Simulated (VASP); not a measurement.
A run of VASP 6.6.1:

The input INCAR:

```
PREC = Accurate
ENCUT = 500
EDIFF = 1E-6
ISMEAR = -1
SIGMA = 0.1
LREAL = F
LASPH = T
NELM = 200
ALGO = Normal
ISIF = 2
LWAVE = F
LCHARG = F
GGA = PS
NBANDS = 15
GGA_COMPAT = F
LMAXMIX = 6
```

File KPOINTS:

```
Automatic mesh
0
Gamma
  8 8 8
```

File POSCAR:

```
LaH3
1.0
    0.0000000000      2.7864790000      2.7864790000
    2.7864790000      0.0000000000      2.7864790000
    2.7864790000      2.7864790000      0.0000000000
La H
1 3
Direct
    0.0000000000      0.0000000000      0.0000000000
    0.5000000000      0.5000000000      0.5000000000
    0.7500000000      0.7500000000      0.7500000000
    0.2500000000      0.2500000000      0.2500000000
```

Potentials or basis: VASP PAW PBE potentials, release 64 (La, H).

The run is started by

```bash
$ cat potpaw_PBE.64/La/POTCAR potpaw_PBE.64/H/POTCAR > POTCAR
$ mpirun -np 1 vasp_std > vasp.out
```

Hardware: 1 thread of Intel(R) Xeon(R) Platinum 8488C (Sapphire Rapids) (shared host).

Question: Estimate the wall time of this run.

Answer: Run time: 32 s on 1 thread of Intel(R) Xeon(R) Platinum 8488C (Sapphire Rapids), on a shared host, peak memory 0.18 GiB. Counts: scf iterations 14, k points 29.
